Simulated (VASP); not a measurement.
Crystal: KPd.

```
CELL_PARAMETERS angstrom
2.23884 -5.68060 0.00000
2.23884 5.68060 0.00000
0.00000 0.00000 4.33629
ATOMIC_POSITIONS crystal
K 0.86200 0.13800 0.75000
K 0.13800 0.86200 0.25000
Pd 0.58300 0.41700 0.75000
Pd 0.41700 0.58300 0.25000
```

```yaml
Program: VASP 6.6.1
Task: relaxation of cell and atoms
Functional: PBE
Potentials_or_basis: VASP PAW PBE potentials, release 64 (K_sv, Pd)
Cutoff: 600 eV
k_mesh: 4 × 4 × 4
Occupations: gaussian, width 0.1 eV
Spin: no spin polarisation
```

At the start: pressure 1.4 GPa; volume 27.57 Å³/atom.

**Question.** Where does the relaxation end?

**Answer.** Over 16 steps the energy falls by 157.7 meV/atom and the volume is 32.67 Å³/atom (+18.5 %); space group Cmcm (No. 63, to 0.1 Å) before and after.

The path:
| step | energy change (eV) | largest force (eV/Å) | pressure (GPa) | volume (Å³) |
| --- | --- | --- | --- | --- |
| 1 | 0.0000 | 1.0113 | 1.42 | 110.30 |
| 2 | -0.1711 | 0.9323 | 0.70 | 114.22 |
| 3 | -0.4857 | 0.5965 | -0.43 | 126.09 |
| 4 | -0.1921 | 1.0562 | 0.07 | 150.36 |
| 5 | -0.5315 | 0.3975 | -0.55 | 131.22 |
| 6 | -0.5344 | 0.3467 | -0.57 | 132.37 |
| 7 | -0.5776 | 0.1230 | 0.23 | 129.51 |
| 8 | -0.5876 | 0.1015 | 0.88 | 127.40 |
| 9 | -0.6116 | 0.0984 | 0.61 | 128.30 |
| 10 | -0.6269 | 0.0999 | 0.27 | 129.57 |
| 11 | -0.6271 | 0.1024 | 0.22 | 129.78 |
| 12 | -0.6289 | 0.0813 | 0.05 | 130.52 |
| 13 | -0.6294 | 0.0571 | -0.14 | 131.40 |
| 14 | -0.6294 | 0.0624 | -0.11 | 131.20 |
| 15 | -0.6302 | 0.0519 | -0.07 | 131.03 |
| 16 | -0.6308 | 0.0299 | 0.02 | 130.68 |

Final structure:
```
K Pd
1.0
     2.54934   -5.50179    0.00000
     2.54934    5.50179    0.00000
     0.00000    0.00000    4.65850
K Pd
2 2
Direct
  0.85837 0.14163 0.75000
  0.14163 0.85837 0.25000
  0.54724 0.45276 0.75000
  0.45276 0.54724 0.25000
```

Caveat: the k points lie up to 0.34 Å⁻¹ apart in the final cell, too coarse for converged energies and pressures of a metal; the volume moved by over 15 % at a fixed basis, so the end points are rough.
